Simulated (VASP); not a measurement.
NaF (rocksalt type), 2 atoms in the cell. Symmetry: Fm-3m, No. 225, cubic system. The conventional cell has a = 4.701 Å, b = 4.701 Å, c = 4.701 Å, α = 90.00°, β = 90.00°, γ = 90.00°. Within 3.1 Å of Na (site symmetry m-3m) lie 6 F at 2.35 Å. F (site symmetry m-3m) has 6 Na at 2.35 Å within 3.1 Å. 

```yaml
Program: VASP 6.6.1
Task: single point
Functional: PBE
Potentials_or_basis: VASP PAW PBE potentials, release 64 (Na_pv, F)
Cutoff: 520 eV
k_mesh: 16 × 16 × 16
Occupations: fermi-dirac, width 0.01 eV
Spin: no spin polarisation
Dipole_correction: no
Further_INCAR_settings: ALGO = Normal; EDIFF = 1e-06; NBANDS = 14
```

Potentials or basis: VASP PAW PBE potentials, release 64 (Na_pv, F).

Launch:

```bash
$ cat potpaw_PBE.64/Na_pv/POTCAR potpaw_PBE.64/F/POTCAR > POTCAR
$ mpirun -np 1 vasp_std > vasp.out
```

Hardware: 1 thread of Intel(R) Xeon(R) 6975P-C (Granite Rapids), with other jobs on the host.

Problem. How long does it take, and how much memory?

Solution. Run time: 26 s on 1 thread of Intel(R) Xeon(R) 6975P-C (Granite Rapids), with other jobs on the host, peak memory 0.18 GiB. Counts: scf iterations 12, k points 145.
